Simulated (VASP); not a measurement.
Al12H: single point with PBEsol

The system is Al12H, a slab with vacuum.

```
Al H
1.0
     5.67885    0.00000    0.00000
     0.00000    5.67885    0.00000
     0.00000    0.00000   21.14135
Al H
12 1
Direct
  0.25000 0.25000 0.18920
  0.25000 0.75000 0.18920
  0.75000 0.25000 0.18920
  0.75000 0.75000 0.18920
  0.00000 0.00000 0.28708
  0.00000 0.50000 0.28708
  0.50000 0.00000 0.28708
  0.50000 0.50000 0.28708
  0.25000 0.25000 0.38509
  0.25000 0.75000 0.38509
  0.75000 0.25000 0.38509
  0.75000 0.75000 0.38509
  0.25000 0.25000 0.53976
```

- Program: VASP 6.6.1
- Task: single point
- Functional: PBEsol
- Potentials or basis: VASP PAW PBE potentials, release 64 (Al, H)
- Cutoff: 520 eV
- k mesh: 5 × 5 × 1
- Occupations: gaussian, width 0.1 eV
- Spin: no spin polarisation
- Dipole correction: yes
- Further INCAR settings: ALGO = Normal; EDIFF = 1e-06; NBANDS = 30

- Largest force: 0.808 eV/Å
- Band gap on the k mesh: zero (an odd number of electrons rules out a gap without spin polarisation)

Forces in eV/Å, atoms in the order of the input:
```
Al   0.000  0.000  0.086
Al   0.000  0.000  0.048
Al   0.000  0.000  0.048
Al   0.000  0.000 -0.085
Al  -0.025 -0.025  0.016
Al  -0.025  0.025  0.016
Al   0.025 -0.025  0.016
Al   0.025  0.025  0.016
Al   0.000  0.000  0.552
Al   0.000  0.000  0.026
Al   0.000  0.000  0.026
Al   0.000  0.000  0.045
H    0.000  0.000 -0.808
```

Levels at points of the mesh, in eV from the Fermi level:
```tsv
k point	band 17	band 18	band 19	band 20	band 21	band 22
(0.00, 0.00, 0.00)	-0.74	-0.37	-0.05	0.00	0.00	0.01
```

Run time: 5.3 min on 1 thread of Intel(R) Xeon(R) Platinum 8559C (Emerald Rapids), on a shared host, peak memory 0.61 GiB.

Caveat: the PAW data sets were made with another functional, which shifts forces and pressure a little.
